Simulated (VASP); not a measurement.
**NaH: relaxation of cell and atoms with PBEsol**

The system is NaH.

```
Na H
1.0
     0.00000    2.39567    2.39567
     2.39567    0.00000    2.39567
     2.39567    2.39567    0.00000
Na H
1 1
Direct
  0.00000 0.00000 0.00000
  0.50000 0.50000 0.50000
```

| Quantity | Value |
| --- | --- |
| Program | VASP 6.6.1 |
| Task | relaxation of cell and atoms |
| Functional | PBEsol |
| Potentials or basis | VASP PAW PBE potentials, release 64 (Na_pv, H) |
| Cutoff | 600 eV |
| k mesh | 8 × 8 × 8 |
| Occupations | gaussian, width 0.01 eV |
| Spin | no spin polarisation |
| Target pressure | 1 GPa |
| Dipole correction | no |
| Further INCAR settings | ALGO = Normal; EDIFF = 1e-06; IBRION = 2; EDIFFG = -0.002; NSW = 100; ISIF = 3 |

| Quantity | Value |
| --- | --- |
| Relaxed volume | 13.25 Å³/atom |
| Relaxed cell | a = 3.346 Å, b = 3.346 Å, c = 3.346 Å, α = 60.00°, β = 60.00°, γ = 60.00° |
| Space group after relaxing (to 0.05 Å) | Fm-3m (No. 225) |
| Energy change on relaxing (the enthalpy is what falls) | +1.5 meV/atom |
| Ionic steps | 6 |
| Pressure after relaxing | 1.0 GPa |
| Band gap on the k mesh | 3.66 eV, indirect (least direct gap 4.59 eV) |

The path:
| step | energy change (eV) | largest force (eV/Å) | pressure (GPa) | volume (Å³) |
| --- | --- | --- | --- | --- |
| 1 | 0.0000 | 0.0000 | 0.01 | 27.50 |
| 2 | 0.0004 | 0.0000 | 0.34 | 27.16 |
| 3 | 0.0024 | 0.0000 | 0.86 | 26.62 |
| 4 | 0.0032 | 0.0000 | 1.06 | 26.48 |
| 5 | 0.0029 | 0.0000 | 0.92 | 26.52 |
| 6 | 0.0030 | 0.0000 | 1.00 | 26.50 |

Final structure:
```
Na H
1.0
     0.00000    2.36628    2.36628
     2.36628    0.00000    2.36628
     2.36628    2.36628    0.00000
Na H
1 1
Direct
  0.00000 0.00000 0.00000
  0.50000 0.50000 0.50000
```

Levels at points of the mesh, in eV from the valence-band top:
| k point | band 2 | band 3 | band 4 | band 5 | band 6 | band 7 |
| --- | --- | --- | --- | --- | --- | --- |
| (0.00, 0.00, 0.00) | -21.90 | -21.90 | -3.91 | 10.98 | 15.87 | 15.87 |
| (0.50, 0.00, 0.00) | -21.91 | -21.91 | -0.93 | 3.66 | 11.06 | 13.62 |
| (0.50, 0.50, 0.00) | -21.94 | -21.94 | -0.20 | 4.53 | 10.00 | 10.89 |

Run time: 31 s on 1 thread of Intel(R) Xeon(R) Platinum 8175M CPU @ 2.50GHz (Skylake/Cascade Lake), on a shared host, peak memory 0.15 GiB.

Caveat: the cell is relaxed towards a set pressure, so the enthalpy falls and the energy may rise; the PAW data sets were made with another functional, which shifts forces and pressure a little. A k mesh can miss the band edges.
